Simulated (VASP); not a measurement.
A run of VASP 6.6.1 is set up as follows.

Contents of INCAR:

```
SYSTEM = SiC
PREC     = Accurate       ! precision mode
ENCUT    = 600            ! plane-wave cutoff, eV
EDIFF    = 1E-6           ! SCF threshold, eV
ISMEAR   = 0              ! smearing method
SIGMA    = 0.01           ! smearing width, eV
LREAL    = .FALSE.        ! projectors in reciprocal space
LASPH    = .TRUE.         ! aspherical terms in the spheres
NELM     = 100            ! most SCF steps
ALGO     = Normal         ! electronic algorithm
ISIF     = 3              ! what is computed and relaxed
LWAVE    = .FALSE.        ! write WAVECAR
LCHARG   = .FALSE.        ! write CHGCAR
GGA      = PE             ! functional
IBRION   = 2              ! ionic algorithm
NSW      = 80             ! ionic steps
EDIFFG   = -0.01          ! ionic threshold
PSTRESS  = 50.0
```

KPOINTS

```
regular mesh
0
G
  8 8 8
  0 0 0
```

Contents of POSCAR:

```
SiC
1.0
    0.0000000000      2.1790000000      2.1790000000
    2.1790000000      0.0000000000      2.1790000000
    2.1790000000      2.1790000000      0.0000000000
Si C
1 1
Direct
    0.0000000000      0.0000000000      0.0000000000
    0.2500000000      0.2500000000      0.2500000000
```

Potentials or basis: VASP PAW PBE potentials, release 64 (Si, C).

Run with:

```console
$ cat potpaw_PBE.64/Si/POTCAR potpaw_PBE.64/C/POTCAR > POTCAR
$ mpirun -np 1 vasp_std > vasp.out
```

(1) Estimate the space group after relaxing (to 0.05 Å).

(2) What does it give for the relaxed cell?

(3) What does it give for the relaxed volume?

## Answers

(1) F-43m (No. 216).

(2) a = 3.073 Å, b = 3.073 Å, c = 3.073 Å, α = 60.00°, β = 60.00°, γ = 60.00°.

(3) 10.26 Å³/atom.

Caveat: the cell is relaxed towards a set pressure, so the enthalpy falls and the energy may rise.
